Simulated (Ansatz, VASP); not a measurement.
## Two plane-wave programs on LiNbO3

Contents of INCAR:

```
PREC     = Accurate       # precision mode
ENCUT    = 520            # plane-wave cutoff, eV
EDIFF    = 1E-6           # SCF threshold, eV
ISMEAR   = 0              # smearing method
SIGMA    = 0.05           # smearing width, eV
LREAL    = F              # projectors in reciprocal space
LASPH    = T              # aspherical terms in the spheres
NELM     = 80             # most SCF steps
ALGO     = Normal         # electronic algorithm
ISIF     = 2              # what is computed and relaxed
LWAVE    = F              # write WAVECAR
LCHARG   = F              # write CHGCAR
GGA      = PE             # functional
NBANDS   = 45             # bands
```

The input KPOINTS:

```
Automatic mesh
0
Gamma
  6 6 6
```

The input POSCAR:

```
LiNbO3
1.0
    2.5506000000      1.4725895967      4.4452000000
   -2.5506000000      1.4725895967      4.4452000000
    0.0000000000     -2.9451791931      4.4452000000
Li Nb O
2 2 6
Direct
    0.2500000000      0.2500000000      0.2500000000
    0.7500000000      0.7500000000      0.7500000000
    0.0000000000      0.0000000000      0.0000000000
    0.5000000000      0.5000000000      0.5000000000
    0.1303353734      0.3696646266      0.7500000000
    0.7500000000      0.1303353734      0.3696646266
    0.3696646266      0.7500000000      0.1303353734
    0.8696646266      0.6303353734      0.2500000000
    0.2500000000      0.8696646266      0.6303353734
    0.6303353734      0.2500000000      0.8696646266
```

Input for Ansatz:

```yaml
crystal:
  lattice:
    - [2.5506, 1.4725895967, 4.4452]
    - [-2.5506, 1.4725895967, 4.4452]
    - [0.0, -2.9451791931, 4.4452]
  atoms:
    - { symbol: Li, position: [0.25, 0.25, 0.25] }
    - { symbol: Li, position: [0.75, 0.75, 0.75] }
    - { symbol: Nb, position: [0.0, 0.0, 0.0] }
    - { symbol: Nb, position: [0.5, 0.5, 0.5] }
    - { symbol: O, position: [0.1303353734, 0.3696646266, 0.75] }
    - { symbol: O, position: [0.75, 0.1303353734, 0.3696646266] }
    - { symbol: O, position: [0.3696646266, 0.75, 0.1303353734] }
    - { symbol: O, position: [0.8696646266, 0.6303353734, 0.25] }
    - { symbol: O, position: [0.25, 0.8696646266, 0.6303353734] }
    - { symbol: O, position: [0.6303353734, 0.25, 0.8696646266] }
basis:
  ecutwfc: 520.0
kpoints:
  mp_grid: { grid: [6, 6, 6] }
hamiltonian:
  xc: pbe
  pseudopotentials: { kind: paw, azcp: { folder: soft_1 } }
scf:
  occupations: { method: gaussian, width: 0.05 }
output:
  forces: true
  stress: true
  eigenvalues: true
  write_density: true
  write_potential: true
  elf: true
  volumetric_format: npy
```

Alike in both runs: task single point; functional PBE; k mesh 6 × 6 × 6; occupations gaussian, width 0.05 eV; no spin polarisation.

```csv
,VASP,Ansatz
version,VASP 6.6.1,Ansatz 0.2.0
potentials or method,"VASP PAW PBE potentials, release 64 (Li_sv, Nb_sv, O), cutoff 520 eV","scalar-relativistic, plane waves, PAW"
valence electrons in the cell,68,68
```

VASP gave:

* gap on the k mesh at the Fermi level (eV): 2.77
* least direct gap on the mesh (eV): 2.85
* rms of the force components (eV/Å): 0.285

**Question.** Which values does Ansatz return?

**Answer.** gap on the k mesh at the Fermi level (eV): 2.79; least direct gap on the mesh (eV): 2.87; rms of the force components (eV/Å): 0.299.

Atom by atom the forces differ by 0.014 eV/Å (rms over components).

Noted on VASP's run: the cutoff is short for stress, so the pressure is rough.
